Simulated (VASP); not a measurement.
A run of VASP 6.6.1 is set up as follows.

INCAR

```
ALGO = Normal
EDIFF = 1E-7
EDIFFG = -0.04
ENCUT = 500
GGA = PE
GGA_COMPAT = False
IBRION = 2
ISIF = 3
ISMEAR = 0
LASPH = True
LCHARG = False
LREAL = False
LWAVE = False
NELM = 120
NELMIN = 4
NSW = 90
PREC = Accurate
SIGMA = 0.1
```

KPOINTS

```
k-points
0
Gamma
  6 6 6
```

POSCAR

```
BP
1.0
    3.0337960900      0.0000000000      0.0000000000
    0.0000000000      3.0337960900      0.0000000000
    0.0000000000      0.0000000000      3.0337960900
B P
1 1
Direct
    0.0000000000      0.0000000000      0.0000000000
    0.5000000000      0.5000000000      0.5000000000
```

Potentials or basis: VASP PAW PBE potentials, release 64 (B, P).

Command:

```sh
$ cat potpaw_PBE.64/B/POTCAR potpaw_PBE.64/P/POTCAR > POTCAR
$ mpirun -np 1 vasp_std > vasp.out
```

**Question.** What does it give for the relaxed volume?

**Answer.** 10.18 Å³/atom.

**Question.** Predict the space group after relaxing (to 0.05 Å).

**Answer.** Pm-3m (No. 221).

Final structure:
```
B P
1.0
     2.73025    0.00000    0.00000
     0.00000    2.73025    0.00000
     0.00000    0.00000    2.73025
B P
1 1
Cartesian
  0.0000 0.0000 0.0000
  1.3651 1.3651 1.3651
```

Caveat: the volume moved by over 15 % at a fixed basis, so the end points are rough.
